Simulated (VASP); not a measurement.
# KF in VASP: a series of runs, part 2 of 2

VASP 6.6.1. The steps go on from the part before.

## Step 4: Electric field gradients, PBE (z stretched by +1 % at fixed volume)

INCAR

```
  PREC = Accurate
  ENCUT = 520
  EDIFF = 1E-8
  ISMEAR = -1
  SIGMA = 0.01
  LREAL = False
  LASPH = True
  NELM = 80
  ALGO = Normal
  ISIF = 2
  LWAVE = False
  LCHARG = False
  GGA = PE
  LEFG = True
  NBANDS = 15
```

KPOINTS

```
regular mesh
0
Gamma
  9 9 9
```

POSCAR

```
KF
1.0
    0.0000000000      2.6602319280      2.7002350000
    2.6602319280      0.0000000000      2.7002350000
    2.6602319280      2.6602319280      0.0000000000
K F
1 1
Direct
    0.0000000000      0.0000000000      0.0000000000
    0.5000000000      0.5000000000      0.5000000000
```

Potentials or basis: VASP PAW PBE potentials, release 64 (K_sv, F).

Started as:

```bash
> cat potpaw_PBE.64/K_sv/POTCAR potpaw_PBE.64/F/POTCAR > POTCAR
> mpirun -np 1 vasp_std > vasp.out
```

OUTCAR:

```text
PREC = Accurate
   ENCUT = 520
   EDIFF = 1E-8
   ISMEAR = -1
   LREAL = False
   LASPH = True
   NELM = 80
   ISIF = 2
   GGA = PE

 ion  position               nearest neighbor table
   1  0.000  0.000  0.000-   2 2.66   2 2.66   2 2.66   2 2.66   2 2.70   2 2.70
   2  0.500  0.500  0.500-   1 2.66   1 2.66   1 2.66   1 2.66   1 2.70   1 2.70

  LATTYP: Found a body centered tetragonal cell.
 ALAT       =     3.7621360716
 C/A-ratio  =     1.4354797108

  Lattice vectors:

 A1 = (  -2.6602319280,   0.0000000000,   2.7002350000)
 A2 = (   2.6602319280,   0.0000000000,   2.7002350000)
 A3 = (   0.0000000000,   2.6602319280,  -2.7002350000)

Analysis of symmetry for initial positions (statically):
=====================================================================
 Subroutine PRICEL returns:
 Original cell was already a primitive cell.

[... 621 lines left out ...]
  energy-cutoff  :      520.00
  volume of cell :       38.22
      direct lattice vectors                 reciprocal lattice vectors
     0.000000000  2.660231928  2.700235000    -0.187953537  0.187953537  0.185169069
     2.660231928  0.000000000  2.700235000     0.187953537 -0.187953537  0.185169069
     2.660231928  2.660231928  0.000000000     0.187953537  0.187953537 -0.185169069

 POSITION                                       TOTAL-FORCE (eV/Angst)
 -----------------------------------------------------------------------------------
      0.00000      0.00000      0.00000        -0.000000      0.000000      0.000000
      2.66023      2.66023      2.70024         0.000000     -0.000000     -0.000000
 -----------------------------------------------------------------------------------
    total drift:                                0.000000      0.000000      0.000000

  FREE ENERGIE OF THE ION-ELECTRON SYSTEM (eV)
  ---------------------------------------------------
  free  energy   TOTEN  =        -8.2897720576 eV

  energy  without entropy=       -8.2897720576  energy(sigma->0) =       -8.28977206

 Electric field gradients (V/A^2)
---------------------------------------------------------------------
 ion       V_xx      V_yy      V_zz      V_xy      V_xz      V_yz
---------------------------------------------------------------------
   1      -2.002    -2.002     4.004     0.000     0.000     0.000
   2      -0.947    -0.947     1.895     0.009     0.007     0.007
---------------------------------------------------------------------

 Electric field gradients after diagonalization (V/A^2)
 (convention: |V_zz| > |V_xx| > |V_yy|)
----------------------------------------------------------------------
 ion       V_xx      V_yy      V_zz     asymmetry (V_yy - V_xx)/ V_zz
----------------------------------------------------------------------
   1      -2.002    -2.002     4.004       0.000
   2      -0.956    -0.939     1.895       0.009
----------------------------------------------------------------------

           NMR quadrupolar parameters

 Cq : quadrupolar parameter    Cq=e*Q*V_zz/h
 eta: asymmetry parameters     (V_yy - V_xx)/ V_zz
 Q  : nuclear electric quadrupole moment in mb (millibarn)
----------------------------------------------------------------------
 ion       Cq(MHz)       eta       Q (mb)
----------------------------------------------------------------------
   1       0.010       0.000       1.000
   2       0.005       0.009       1.000
----------------------------------------------------------------------
```

stdout:

```text
POSCAR found type information on POSCAR K F
 POSCAR found :  2 types and       2 ions
 scaLAPACK will be used
 LDA part: xc-table for (Slater+PW92), standard interpolation
 POSCAR, INCAR and KPOINTS ok, starting setup
 FFT: planning ... GRIDC
 FFT: planning ... GRID_SOFT
 FFT: planning ... GRID
 WAVECAR not read
 entering main loop
ion   1

ion   2
```

It took 21 s on 1 thread of AMD EPYC 9R45 (Zen 5), shared host; peak memory 0.15 GiB.

Results:

* Free energy: -8.2898 eV
* Pressure: 1.4 GPa
* Band gap on the k mesh: 6.15 eV
* Largest electric field gradient by atom: K +4.0; F +1.9 V/Å²

Levels at points of the mesh, in eV from the valence-band top:
| k point | band 6 | band 7 | band 8 | band 9 | band 10 | band 11 |
| --- | --- | --- | --- | --- | --- | --- |
| (0.00, 0.00, 0.00) | -0.02 | 0.00 | 0.00 | 6.15 | 10.61 | 10.70 |

Electric field gradients, principal values (V/Å²):
```tsv
atom	least	middle	greatest (by size)
1 K	-2.002	-2.002	4.004
2 F	-0.939	-0.956	1.895
```

Caveat: without QUAD_EFG the Cq values of the log hold for a quadrupole moment of 1 mb, not for the nuclei.

## Step 5: Electric field gradients, PBE (atom 1 (K) moved by [0.12, 0.0, 0.0] A)

INCAR

```
SYSTEM = KF
PREC = Accurate
ENCUT = 520
EDIFF = 1E-8
ISMEAR = -1
SIGMA = 0.01
LREAL = .FALSE.
LASPH = .TRUE.
NELM = 60
ALGO = Normal
ISIF = 2
LWAVE = .FALSE.
LCHARG = .FALSE.
GGA = PE
LEFG = .TRUE.
NBANDS = 15
```

KPOINTS

```
Automatic mesh
0
G
  9 9 9
  0 0 0
```

POSCAR

```
KF
1.0
    0.0000000000      2.6735000000      2.6735000000
    2.6735000000      0.0000000000      2.6735000000
    2.6735000000      2.6735000000      0.0000000000
K F
1 1
Direct
   -0.0224424911      0.0224424911      0.0224424911
    0.5000000000      0.5000000000      0.5000000000
```

Potentials or basis: VASP PAW PBE potentials, release 64 (K_sv, F).

Started as:

```bash
> cat potpaw_PBE.64/K_sv/POTCAR potpaw_PBE.64/F/POTCAR > POTCAR
> mpirun -np 1 vasp_std > vasp.out
```

OUTCAR:

```text
SYSTEM = KF
   PREC = Accurate
   ENCUT = 520
   EDIFF = 1E-8
   ISMEAR = -1
   LREAL = .FALSE.
   LASPH = .TRUE.
   NELM = 60
   ISIF = 2
   GGA = PE

 ion  position               nearest neighbor table
   1  0.978  0.022  0.022-   2 2.55   2 2.68   2 2.68   2 2.68   2 2.68   2 2.79
   2  0.500  0.500  0.500-   1 2.55   1 2.68   1 2.68   1 2.68   1 2.68   1 2.79

  LATTYP: Found a face centered cubic cell.
 ALAT       =     5.3470000000

  Lattice vectors:

 A1 = (   0.0000000000,   2.6735000000,   2.6735000000)
 A2 = (   2.6735000000,   0.0000000000,   2.6735000000)
 A3 = (   2.6735000000,   2.6735000000,   0.0000000000)

Analysis of symmetry for initial positions (statically):
=====================================================================
 Subroutine PRICEL returns:
 Original cell was already a primitive cell.

 Routine SETGRP: Setting up the symmetry group for a
 face centered cubic supercell.

[... 620 lines left out ...]
      direct lattice vectors                 reciprocal lattice vectors
     0.000000000  2.673500000  2.673500000    -0.187020759  0.187020759  0.187020759
     2.673500000  0.000000000  2.673500000     0.187020759 -0.187020759  0.187020759
     2.673500000  2.673500000  0.000000000     0.187020759  0.187020759 -0.187020759

 POSITION                                       TOTAL-FORCE (eV/Angst)
 -----------------------------------------------------------------------------------
      0.12000      2.67350      2.67350        -0.209844      0.000000      0.000000
      2.67350      2.67350      2.67350         0.209844      0.000000      0.000000
 -----------------------------------------------------------------------------------
    total drift:                               -0.000003      0.000000      0.000000

  FREE ENERGIE OF THE ION-ELECTRON SYSTEM (eV)
  ---------------------------------------------------
  free  energy   TOTEN  =        -8.2786293095 eV

  energy  without entropy=       -8.2786293095  energy(sigma->0) =       -8.27862931

 Electric field gradients (V/A^2)
---------------------------------------------------------------------
 ion       V_xx      V_yy      V_zz      V_xy      V_xz      V_yz
---------------------------------------------------------------------
   1      -1.765     0.883     0.883    -0.000    -0.000    -0.000
   2      -1.192     0.596     0.596     0.008     0.008     0.008
---------------------------------------------------------------------

 Electric field gradients after diagonalization (V/A^2)
 (convention: |V_zz| > |V_xx| > |V_yy|)
----------------------------------------------------------------------
 ion       V_xx      V_yy      V_zz     asymmetry (V_yy - V_xx)/ V_zz
----------------------------------------------------------------------
   1       0.883     0.882    -1.765       0.000
   2       0.604     0.589    -1.192       0.013
----------------------------------------------------------------------

           NMR quadrupolar parameters

 Cq : quadrupolar parameter    Cq=e*Q*V_zz/h
 eta: asymmetry parameters     (V_yy - V_xx)/ V_zz
 Q  : nuclear electric quadrupole moment in mb (millibarn)
----------------------------------------------------------------------
 ion       Cq(MHz)       eta       Q (mb)
----------------------------------------------------------------------
   1      -0.004       0.000       1.000
   2      -0.003       0.013       1.000
----------------------------------------------------------------------
```

Run time: 22 s. Hardware: 1 thread of AMD EPYC 9R45 (Zen 5), shared host; peak memory 0.15 GiB.

What came out:

| Item | Value |
| --- | --- |
| Free energy | -8.2786 eV |
| Pressure | 1.6 GPa |
| Largest force | 0.210 eV/Å |
| Band gap on the k mesh | 6.16 eV |
| Largest electric field gradient by atom | K -1.8; F -1.2 V/Å² |

Forces in eV/Å, atoms in the order of the input:
```
K   -0.210  0.000  0.000
F    0.210  0.000  0.000
```

Stress tensor (GPa, compression positive):
```
2.09 0.00 0.00
0.00 1.31 0.00
0.00 0.00 1.31
```

Electric field gradients, principal values (V/Å²):
| atom | least | middle | greatest (by size) |
| --- | --- | --- | --- |
| 1 K | 0.882 | 0.883 | -1.765 |
| 2 F | 0.589 | 0.604 | -1.192 |

Caveat: the cell differs from its parent crystal (atom 1 (K) moved by [0.12, 0.0, 0.0] A); without QUAD_EFG the Cq values of the log hold for a quadrupole moment of 1 mb, not for the nuclei.

## Step 6: Electric field gradients, PBE (xy shear strain of -4 %)

INCAR

```
SYSTEM = KF
PREC = Accurate ; ENCUT = 520
EDIFF = 1E-8 ; ISMEAR = -1
SIGMA = 0.01 ; LREAL = .FALSE.
LASPH = .TRUE. ; NELM = 60
ALGO = Normal ; ISIF = 2
LWAVE = .FALSE. ; LCHARG = .FALSE.
GGA = PE ; LEFG = .TRUE.
NBANDS = 15
```

KPOINTS is that of step 5.

POSCAR

```
KF
1.0
   -0.0534700000      2.6735000000      2.6735000000
    2.6735000000     -0.0534700000      2.6735000000
    2.6200300000      2.6200300000      0.0000000000
K F
1 1
Direct
    0.0000000000      0.0000000000      0.0000000000
    0.5000000000      0.5000000000      0.5000000000
```

Potentials or basis: VASP PAW PBE potentials, release 64 (K_sv, F).

Started as:

```bash
> cat potpaw_PBE.64/K_sv/POTCAR potpaw_PBE.64/F/POTCAR > POTCAR
> mpirun -np 1 vasp_std > vasp.out
```

OUTCAR:

```text
SYSTEM = KF
   PREC = Accurate
   ENCUT = 520
   EDIFF = 1E-8
   ISMEAR = -1
   LREAL = .FALSE.
   LASPH = .TRUE.
   NELM = 60
   ISIF = 2
   GGA = PE

 ion  position               nearest neighbor table
   1  0.000  0.000  0.000-   2 2.67   2 2.67   2 2.67   2 2.67   2 2.67   2 2.67
   2  0.500  0.500  0.500-   1 2.67   1 2.67   1 2.67   1 2.67   1 2.67   1 2.67

  LATTYP: Found a body centered orthorhombic cell.
 ALAT       =     3.7052819598
 B/A-ratio  =     1.0408163265
 C/A-ratio  =     1.4430750636

  Lattice vectors:

 A1 = (   0.0534700000,  -2.6735000000,  -2.6735000000)
 A2 = (  -0.0534700000,   2.6735000000,  -2.6735000000)
 A3 = (   2.6735000000,  -0.0534700000,   2.6735000000)

Analysis of symmetry for initial positions (statically):
=====================================================================
 Subroutine PRICEL returns:
 Original cell was already a primitive cell.

 Routine SETGRP: Setting up the symmetry group for a
 body centered orthorhombic supercell.

[... 622 lines left out ...]
     2.673500000 -0.053470000  2.673500000     0.183353686 -0.183353686  0.187020759
     2.620030000  2.620030000  0.000000000     0.190837509  0.190837509 -0.187020759

 POSITION                                       TOTAL-FORCE (eV/Angst)
 -----------------------------------------------------------------------------------
      0.00000      0.00000      0.00000         0.000000     -0.000000      0.000000
      2.62003      2.62003      2.67350        -0.000000      0.000000     -0.000000
 -----------------------------------------------------------------------------------
    total drift:                                0.000000      0.000000      0.000000

  FREE ENERGIE OF THE ION-ELECTRON SYSTEM (eV)
  ---------------------------------------------------
  free  energy   TOTEN  =        -8.2881622911 eV

  energy  without entropy=       -8.2881622911  energy(sigma->0) =       -8.28816229

 Electric field gradients (V/A^2)
---------------------------------------------------------------------
 ion       V_xx      V_yy      V_zz      V_xy      V_xz      V_yz
---------------------------------------------------------------------
   1       0.070     0.070    -0.140     4.040     0.000     0.000
   2      -0.030    -0.030     0.060    -1.276     0.005     0.005
---------------------------------------------------------------------

 Electric field gradients after diagonalization (V/A^2)
 (convention: |V_zz| > |V_xx| > |V_yy|)
----------------------------------------------------------------------
 ion       V_xx      V_yy      V_zz     asymmetry (V_yy - V_xx)/ V_zz
----------------------------------------------------------------------
   1      -3.970    -0.140     4.110       0.932
   2       1.245     0.060    -1.306       0.907
----------------------------------------------------------------------

           NMR quadrupolar parameters

 Cq : quadrupolar parameter    Cq=e*Q*V_zz/h
 eta: asymmetry parameters     (V_yy - V_xx)/ V_zz
 Q  : nuclear electric quadrupole moment in mb (millibarn)
----------------------------------------------------------------------
 ion       Cq(MHz)       eta       Q (mb)
----------------------------------------------------------------------
   1       0.010       0.932       1.000
   2      -0.003       0.907       1.000
----------------------------------------------------------------------
```

OSZICAR:

```text
N       E                     dE             d eps       ncg     rms          rms(c)
DAV:   1     0.108153607922E+03    0.10815E+03   -0.82286E+03  3750   0.103E+03
DAV:   2    -0.504527350896E+01   -0.11320E+03   -0.10454E+03  4923   0.282E+02
DAV:   3    -0.943208762183E+01   -0.43868E+01   -0.43664E+01  4935   0.493E+01
DAV:   4    -0.955050183350E+01   -0.11841E+00   -0.11840E+00  4970   0.770E+00
DAV:   5    -0.955246422393E+01   -0.19624E-02   -0.19624E-02  5193   0.830E-01    0.632E+00
DAV:   6    -0.831913729125E+01    0.12333E+01   -0.35021E+00  3981   0.147E+01    0.401E+00
DAV:   7    -0.829040350400E+01    0.28734E-01   -0.66110E-02  4674   0.223E+00    0.225E+00
DAV:   8    -0.828591172257E+01    0.44918E-02   -0.51224E-02  4149   0.223E+00    0.196E-01
DAV:   9    -0.828747421222E+01   -0.15625E-02   -0.39084E-03  4989   0.518E-01    0.123E-01
DAV:  10    -0.828803584663E+01   -0.56163E-03   -0.47324E-04  4016   0.188E-01    0.614E-02
DAV:  11    -0.828816363451E+01   -0.12779E-03   -0.12874E-04  4037   0.951E-02    0.198E-02
DAV:  12    -0.828816214000E+01    0.14945E-05   -0.13131E-05  4577   0.358E-02    0.427E-03
DAV:  13    -0.828816228443E+01   -0.14443E-06   -0.21823E-06  4121   0.132E-02    0.232E-03
DAV:  14    -0.828816229114E+01   -0.67059E-08   -0.68057E-08  4835   0.240E-03
   1 F= -.82881623E+01 E0= -.82881623E+01  d E =-.127651E-11
```

stdout:

```text
POSCAR found type information on POSCAR K F
 POSCAR found :  2 types and       2 ions
 scaLAPACK will be used
 LDA part: xc-table for (Slater+PW92), standard interpolation
 POSCAR, INCAR and KPOINTS ok, starting setup
 FFT: planning ... GRIDC
 FFT: planning ... GRID_SOFT
 FFT: planning ... GRID
 WAVECAR not read
 entering main loop
ion   1

ion   2
```

Run time: 33 s. Hardware: 1 thread of AMD EPYC 9R45 (Zen 5), shared host; peak memory 0.17 GiB.

What came out:

* Free energy: -8.2882 eV
* Pressure: 1.3 GPa
* Band gap on the k mesh: 6.13 eV
* Largest electric field gradient by atom: K +4.1; F -1.3 V/Å²

Electric field gradients, principal values (V/Å²):
```tsv
atom	least	middle	greatest (by size)
1 K	-0.140	-3.970	4.110
2 F	0.060	1.245	-1.306
```

Caveat: the cell differs from its parent crystal (xy shear strain of -4 %); without QUAD_EFG the Cq values of the log hold for a quadrupole moment of 1 mb, not for the nuclei.

## Step 7: The runs side by side

```tsv
cell	gap on the mesh (eV)	pressure (GPa)
a = 3.781 Å, angles 60.0°, 2 atoms, atomic positions A	6.16	1.4
a = 3.791, b = 3.791, c = 3.762 Å, angles 60.2, 60.2, 59.5°, 2 atoms, atomic positions A	6.15	1.4
a = 3.781 Å, angles 60.0°, 2 atoms, atomic positions B	6.16	1.6
a = 3.781, b = 3.781, c = 3.705 Å, angles 60.7, 60.7, 61.3°, 2 atoms, atomic positions A	6.13	1.3
```

Alike in all rows: task electric field gradients; level PBE; potentials or basis VASP PAW PBE potentials, release 64 (K_sv, F); no spin polarisation; k mesh 9 × 9 × 9; cutoff (eV) 520; smearing fermi-dirac 0.01 eV.

Caveats: an odd mesh through Γ misses points on the zone boundary, where band edges can lie (at least some runs).

Total energies depend on the potentials used, so only differences within one code and one set of settings carry meaning.
